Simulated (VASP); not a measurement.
# Sb in VASP: single point with PBE

Aim: the single point of Sb with PBE.

Program: VASP 6.6.1. These are calculated values, not measurements. Logs are shortened: lines on timing, memory, paths and dates and some standing lists are left out, and cuts for length are marked.

### 1 The cell of the first run

The cell holds a slab with vacuum, 5 atoms: a = 3.369 Å, b = 3.369 Å, c = 25.660 Å, α = 90.00°, β = 90.00°, γ = 120.00°.

### 2 Single point, PBE

INCAR reads:

```
PREC     = Accurate       # precision mode
ENCUT    = 520            # plane-wave cutoff, eV
EDIFF    = 1E-6           # SCF threshold, eV
ISMEAR   = -1             # smearing method
SIGMA    = 0.05           # smearing width, eV
LREAL    = F              # projectors in reciprocal space
LASPH    = T              # aspherical terms in the spheres
NELM     = 100            # most SCF steps
ALGO     = Normal         # electronic algorithm
ISIF     = 2              # what is computed and relaxed
LWAVE    = F              # write WAVECAR
LCHARG   = F              # write CHGCAR
LDIPOL   = T            
IDIPOL   = 3            
DIPOL    = 0.5 0.5 0.500
GGA      = PE             # functional
NBANDS   = 20             # bands
```

KPOINTS reads:

```
regular mesh
0
Gamma
  9 9 1
```

POSCAR reads:

```
Sb
1.0
    3.3690001795      0.0000000000      0.0000000000
   -1.6845000897      2.9176397408      0.0000000000
    0.0000000000      0.0000000000     25.6600000000
Sb
5
Direct
    0.3333333333      0.6666666666      0.2922837101
    0.6666666667      0.3333333334      0.3961418550
    0.3333333333      0.6666666666      0.5000000000
    0.6666666667      0.3333333334      0.6038581450
    0.3333333333      0.6666666666      0.7077162899
```

Potentials or basis: VASP PAW PBE potentials, release 64 (Sb).

Run with:

```console
$ cat potpaw_PBE.64/Sb/POTCAR > POTCAR
$ mpirun -np 1 vasp_std > vasp.out
```

OUTCAR:

```text
PREC = Accurate
   ENCUT = 520
   EDIFF = 1E-6
   ISMEAR = -1
   LREAL = F
   LASPH = T
   NELM = 100
   ISIF = 2
   GGA = PE

 ion  position               nearest neighbor table
   1  0.333  0.667  0.292-   2 3.30   2 3.30   2 3.30
   2  0.667  0.333  0.396-   1 3.30   1 3.30   1 3.30   3 3.30   3 3.30   3 3.30
   3  0.333  0.667  0.500-   2 3.30   4 3.30   2 3.30   4 3.30   2 3.30   4 3.30
   4  0.667  0.333  0.604-   5 3.30   5 3.30   5 3.30   3 3.30   3 3.30   3 3.30
   5  0.333  0.667  0.708-   4 3.30   4 3.30   4 3.30

  LATTYP: Found a hexagonal cell.
 ALAT       =     3.3690001795
 C/A-ratio  =     7.6165030077

  Lattice vectors:

 A1 = (   3.3690001795,   0.0000000000,   0.0000000000)
 A2 = (  -1.6845000897,   2.9176397408,   0.0000000000)
 A3 = (   0.0000000000,   0.0000000000,  25.6600000000)

Analysis of symmetry for initial positions (statically):
=====================================================================
 Subroutine PRICEL returns:
 Original cell was already a primitive cell.

 Routine SETGRP: Setting up the symmetry group for a
 hexagonal supercell.

 Subroutine GETGRP returns: Found 12 space group operations
 (whereof 12 operations were pure point group operations)
 out of a pool of 24 trial point group operations.

The static configuration has the point symmetry D_3h.

Analysis of symmetry for dynamics (positions and initial velocities):
=====================================================================
 Subroutine PRICEL returns:
 Original cell was already a primitive cell.

 Routine SETGRP: Setting up the symmetry group for a
 hexagonal supercell.

 Subroutine GETGRP returns: Found 12 space group operations
 (whereof 12 operations were pure point group operations)
 out of a pool of 24 trial point group operations.

The dynamic configuration has the point symmetry D_3h.

 Subroutine INISYM returns: Found 12 space group operations
 (whereof 12 operations are pure point group operations),
 and found     1 'primitive' translations

----------------------------------------------------------------------------------------

                                     Primitive cell

  volume of cell :     252.2257

  direct lattice vectors                    reciprocal lattice vectors
     3.369000179  0.000000000  0.000000000     0.296823968  0.171371398  0.000000000
    -1.684500090  2.917639741  0.000000000     0.000000000  0.342742795  0.000000000
     0.000000000  0.000000000 25.660000000     0.000000000  0.000000000  0.038971161

  length of vectors
     3.369000179  3.369000179 25.660000000     0.342742795  0.342742795  0.038971161

  position of ions in fractional coordinates (direct lattice)
     0.333333333  0.666666667  0.292283710
     0.666666667  0.333333333  0.396141855
     0.333333333  0.666666667  0.500000000
     0.666666667  0.333333333  0.603858145
     0.333333333  0.666666667  0.707716290

  ion indices of the primitive-cell ions
   primitive index   ion index
                 1           1
                 2           2
                 3           3
                 4           4
                 5           5

----------------------------------------------------------------------------------------

 KPOINTS: regular mesh

Automatic generation of k-mesh.
 Grid dimensions read from file:
 generate k-points for:    9    9    1

 Generating k-lattice:

  Cartesian coordinates                     Fractional coordinates (reciprocal lattice)
     0.032980441  0.019041266  0.000000000     0.111111111  0.000000000  0.000000000
     0.000000000  0.038082533  0.000000000     0.000000000  0.111111111  0.000000000
     0.000000000  0.000000000  0.038971161     0.000000000  0.000000000  1.000000000

  Length of vectors
     0.038082533  0.038082533  0.038971161

  Shift w.r.t. Gamma in fractional coordinates (k-lattice)
     0.000000000  0.000000000  0.000000000

 Subroutine IBZKPT returns following result:
 ===========================================

 Found     12 irreducible k-points:

 Following reciprocal coordinates:
            Coordinates               Weight
  0.000000  0.000000  0.000000      1.000000
  0.111111  0.000000  0.000000      6.000000
  0.222222 -0.000000  0.000000      6.000000
  0.333333  0.000000  0.000000      6.000000
  0.444444 -0.000000  0.000000      6.000000
  0.111111  0.111111  0.000000      6.000000
  0.222222  0.111111  0.000000     12.000000
  0.333333  0.111111  0.000000     12.000000
  0.444444  0.111111  0.000000      6.000000
  0.222222  0.222222  0.000000      6.000000
  0.333333  0.222222  0.000000     12.000000
  0.333333  0.333333  0.000000      2.000000
   k-points           NKPTS =     12   k-points in BZ     NKDIM =     12   number of bands    NBANDS=     20
   number of dos      NEDOS =    301   number of ions     NIONS =      5
   total plane-waves  NPLWV = 150528
   dimension x,y,z NGX =    28 NGY =   28 NGZ =  192
   dimension x,y,z NGXF=    56 NGYF=   56 NGZF=  384
   ions per type =               5
   NGX,Y,Z   is equivalent  to a cutoff of  13.82, 13.82, 12.44 a.u.
   NGXF,Y,Z  is equivalent  to a cutoff of  27.63, 27.63, 24.88 a.u.
 SYSTEM =  unknown system
   PREC   = accura    normal or accurate (medium, high low for compatibility)
   ISTART =      0    job   : 0-new  1-cont  2-samecut
   ICHARG =      2    charge: 1-file 2-atom 10-const
   ISPIN  =      1    spin polarized calculation?
   LNONCOLLINEAR =      F non collinear calculations
   LSORBIT =      F    spin-orbit coupling
   LASPH  =      T    aspherical Exc in radial PAW
   ENCUT  =  520.0 eV  38.22 Ry    6.18 a.u.   6.26  6.26 47.71*2*pi/ulx,y,z
   NELM   =    100;   NELMIN=  2; NELMDL= -5     # of ELM steps
   EDIFF  = 0.1E-05   stopping-criterion for ELM
   LREAL  =      F    real-space projection
   EDIFFG = 0.1E-04   stopping-criterion for IOM
   NSW    =      0    number of steps for IOM
   IBRION =     -1    ionic relax: 0-MD 1-quasi-New 2-CG
   NFREE  =      0    steps in history (QN), initial steepest desc. (CG)
   ISIF   =      2    stress and relaxation
   ISYM   =      2    0-nonsym 1-usesym 2-fastsym
   POTIM  = 0.5000    time-step for ionic-motion
   TEBEG  =    0.0;   TEEND  =   0.0 temperature during run
   PSTRESS=    0.0 pullay stress
   NELECT =      25.0000    total number of electrons
   NUPDOWN=      -1.0000    fix difference up-down
   EMIN   =  10.00;   EMAX   =-10.00  energy-range for DOS
   EFERMI =   0.00;   METHOD = LEGACY
   ISMEAR =    -1;   SIGMA  =   0.05  broadening in eV -4-tet -1-fermi 0-gaus
   EFERMI_NEDOS =   21; number of points for ismear=-14 and -15
   IALGO  =     38    algorithm
   IMIX   =      4    mixing-type and parameters
     AMIX     =   0.40;   BMIX     =  1.00
     AMIX_MAG =   1.60;   BMIX_MAG =  1.00
  volume/ion in A,a.u.               =      50.45       340.42
  Fermi-wavevector in a.u.,A,eV,Ry     =   0.757632  1.431717  7.809832  0.574006
  Thomas-Fermi vector in A             =   1.856022
   LORBIT       =      0    0 simple, 1 ext, 2 COOP (PROOUT), +10 PAW based schemes
   GGA     = PE    functional components
   LHFCALC =     F    Hartree Fock is set to
   AEXX    =    0.0000 exact exchange contribution
   IVDW    =     0    specifies the selected vdW correction
   LEPSILON=     F    determine dielectric tensor
   LRPA    =     F    only Hartree local field effects (RPA)
 non-spin polarized calculation
  energy-cutoff  :      520.00
  volume of cell :      252.23
 maximum number of plane-waves:      6815
 NGX is ok and might be reduce to    28
   NGX = 13   NGY = 13   NGZ = 95

 dipolmoment           0.000000      0.000000      0.000000 electrons x Angstroem

 number of electron      25.0000000 magnetization

 dipolmoment           0.000000      0.000000     -0.000000 electrons x Angstroem

 Free energy of the ion-electron system (eV)
  ---------------------------------------------------
  ext. energy  EPLUGINS =         0.00000000
  ---------------------------------------------------
  free energy    TOTEN  =       -19.01053870 eV

  energy without entropy =      -18.97642834  energy(sigma->0) =      -18.99348352

 E-fermi :   2.6187     XC(G=0):  -5.9992

 val. band max:        2.5920484910   @ k =   0.2222  -0.0000   0.0000
 cond. band min:       2.6406869488   @ k =   0.3333   0.2222   0.0000
 fundamental gap:      0.0486384578
 Fermi energy:         2.6186818826

 k-point     1 :       0.0000    0.0000    0.0000
  band No.  band energies     occupation
      1     -10.3419      2.00000
      2      -9.7913      2.00000
      3      -8.9050      2.00000
      4      -7.8287      2.00000
      5      -6.7580      2.00000
      6      -2.5721      2.00000
[... 12 lines left out ...]
     19       7.5496      0.00000
     20       7.5497      0.00000

 k-point     2 :       0.1111    0.0000    0.0000
  band No.  band energies     occupation
      1     -10.1252      2.00000
      2      -9.5760      2.00000
      3      -8.6928      2.00000
      4      -7.6235      2.00000
      5      -6.5651      2.00000
      6      -2.3543      2.00000
[... 12 lines left out ...]
     19       6.6805      0.00000
     20       7.2915      0.00000

 k-point     3 :       0.2222   -0.0000    0.0000
  band No.  band energies     occupation
      1      -9.4807      2.00000
      2      -8.9371      2.00000
      3      -8.0656      2.00000
      4      -7.0230      2.00000
      5      -6.0130      2.00000
      6      -1.7235      2.00000
[... 12 lines left out ...]
     19       6.5229      0.00000
     20       7.1955      0.00000

 k-point     4 :       0.3333    0.0000    0.0000
  band No.  band energies     occupation
      1      -8.4375      2.00000
      2      -7.9097      2.00000
      3      -7.0730      2.00000
      4      -6.1147      2.00000
      5      -5.2743      2.00000
      6      -1.2627      2.00000
[... 153 lines left out ...]
 k-point    11 :       0.3333    0.2222    0.0000
  band No.  band energies     occupation
      1      -6.5907      2.00000
      2      -6.1538      2.00000
      3      -5.5383      2.00000
      4      -5.0954      2.00000
      5      -5.0222      2.00000
      6      -1.9321      2.00000
[... 12 lines left out ...]
     19       5.0044      0.00000
     20       5.0652      0.00000

 k-point    12 :       0.3333    0.3333    0.0000
  band No.  band energies     occupation
      1      -5.6299      2.00000
      2      -5.5482      2.00000
      3      -5.4433      2.00000
      4      -5.1375      2.00000
      5      -5.0671      2.00000
      6      -1.8410      2.00000
[... 12 lines left out ...]
     19       4.8005      0.00000
     20       5.3152      0.00000

------------------------ aborting loop because EDIFF is reached ----------------------------------------

 vacuum level on the upper side and lower side of the slab       (xc-potential included)        -0.129        -0.129

  FORCE on cell =-STRESS in cart. coord.  units (eV):
  Direction    XX          YY          ZZ          XY          YZ          ZX
  --------------------------------------------------------------------------------------
  -------------------------------------------------------------------------------------
  Total        1.1464906      1.1464906     -0.4002176      0.0000000      0.0000000      0.0000000
  in kB        7.2826883      7.2826883     -2.5422453      0.0000000      0.0000000      0.0000000
  external PRESSURE =       4.0077104 kB  Pullay stress =       0.0000000 kB

 VOLUME and BASIS-vectors are now :
 -----------------------------------------------------------------------------
  energy-cutoff  :      520.00
  volume of cell :      252.23
      direct lattice vectors                 reciprocal lattice vectors
     3.369000179  0.000000000  0.000000000     0.296823968  0.171371398  0.000000000
    -1.684500090  2.917639741  0.000000000     0.000000000  0.342742795  0.000000000
     0.000000000  0.000000000 25.660000000     0.000000000  0.000000000  0.038971161

 POSITION                                       TOTAL-FORCE (eV/Angst)
 -----------------------------------------------------------------------------------
      0.00000      1.94509      7.50000        -0.000000     -0.000000      0.260376
      1.68450      0.97255     10.16500         0.000000     -0.000000     -0.447022
      0.00000      1.94509     12.83000        -0.000000      0.000000      0.000000
      1.68450      0.97255     15.49500         0.000000     -0.000000      0.447022
      0.00000      1.94509     18.16000        -0.000000     -0.000000     -0.260376
 -----------------------------------------------------------------------------------
    total drift:                               -0.000000      0.000000     -0.000000

  FREE ENERGIE OF THE ION-ELECTRON SYSTEM (eV)
  ---------------------------------------------------
  free  energy   TOTEN  =       -19.0105387039 eV

  energy  without entropy=      -18.9764283382  energy(sigma->0) =      -18.99348352

 vacuum level on the upper side and lower side of the slab         6.662         6.662
```

It took 4.8 min on 1 thread of Intel Xeon 8259CL, shared host; peak memory 0.39 GiB.

What came out:

```yaml
Free_energy: -19.0105 eV
Largest_force: 0.447 eV/Å
```

Forces on the atoms (eV/Å):
```
Sb   0.000  0.000  0.260
Sb   0.000  0.000 -0.447
Sb   0.000  0.000  0.000
Sb   0.000  0.000  0.447
Sb   0.000  0.000 -0.260
```

Levels at points of the mesh, in eV from the Fermi level:
```
           k point  band 8  band 9  band 10  band 11  band 12  band 13  band 14  band 15  band 16  band 17
(0.00, 0.00, 0.00)   -1.21    1.17     3.25     3.49     3.49     3.81     3.90     3.90     4.47     4.47
```

Caveat: spin-orbit coupling is left out, which moves the levels of the heavy elements.
